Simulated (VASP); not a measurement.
A run of VASP 6.6.1 is set up as follows.

INCAR

```
  PREC = Accurate
  ENCUT = 520
  EDIFF = 1E-6
  ISMEAR = -1
  SIGMA = 0.05
  LREAL = F
  LASPH = T
  NELM = 60
  ALGO = Normal
  ISIF = 2
  LWAVE = F
  LCHARG = F
  GGA = PS
  NBANDS = 19
```

Contents of KPOINTS:

```
regular mesh
0
Gamma
  8 8 8
```

File POSCAR:

```
HfGe
1.0
    3.5008378700      0.0000000000      0.0000000000
    0.0000000000      3.5008378700      0.0000000000
    0.0000000000      0.0000000000      3.5008378700
Hf Ge
1 1
Direct
    0.0000000000      0.0000000000      0.0000000000
    0.5000000000      0.5000000000      0.5000000000
```

Potentials or basis: VASP PAW PBE potentials, release 64 (Hf_pv, Ge_d).

Launch:

```sh
$ cat potpaw_PBE.64/Hf_pv/POTCAR potpaw_PBE.64/Ge_d/POTCAR > POTCAR
$ mpirun -np 1 vasp_std > vasp.out
```

Problem. Estimate the pressure.

Solution. -15.3 GPa.

Problem. Estimate the band gap on the k mesh.

Solution. Zero (band 12 reaches 6.88 eV, above the bottom of band 13 at 4.88 eV).

Caveat: the PAW data sets were made with another functional, which shifts forces and pressure a little; spin-orbit coupling is left out, which moves the levels of the heavy elements.
